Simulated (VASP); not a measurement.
A run of VASP 6.6.1 is set up as follows.

INCAR

```
SYSTEM = Rb
PREC     = Accurate       ! precision mode
ENCUT    = 520            ! plane-wave cutoff, eV
EDIFF    = 1E-6           ! SCF threshold, eV
ISMEAR   = 0              ! smearing method
SIGMA    = 0.1            ! smearing width, eV
LREAL    = .FALSE.        ! projectors in reciprocal space
LASPH    = .TRUE.         ! aspherical terms in the spheres
NELM     = 80             ! most SCF steps
ALGO     = Fast           ! electronic algorithm
ISIF     = 2              ! what is computed and relaxed
LWAVE    = .FALSE.        ! write WAVECAR
LCHARG   = .FALSE.        ! write CHGCAR
GGA      = CA             ! functional
NBANDS   = 10             ! bands
```

KPOINTS

```
regular mesh
0
G
  4 4 4
  0 0 0
```

Contents of POSCAR:

```
Rb
1.0
   -2.8025000000      2.8025000000      2.8025000000
    2.8025000000     -2.8025000000      2.8025000000
    2.8025000000      2.8025000000     -2.8025000000
Rb
1
Direct
    0.0000000000      0.0000000000      0.0000000000
```

Potentials or basis: VASP PAW LDA potentials, release 64 (Rb_sv).

The run is started by

```console
$ cat potpaw_LDA.64/Rb_sv/POTCAR > POTCAR
$ mpirun -np 1 vasp_std > vasp.out
```

(1) Estimate the pressure.

(2) Predict the band gap on the k mesh.

Results:

(1) -0.3 GPa.

(2) zero (an odd number of electrons rules out a gap without spin polarisation).

Caveat: the k points lie up to 0.40 Å⁻¹ apart, too coarse for converged energies and pressures of a metal.
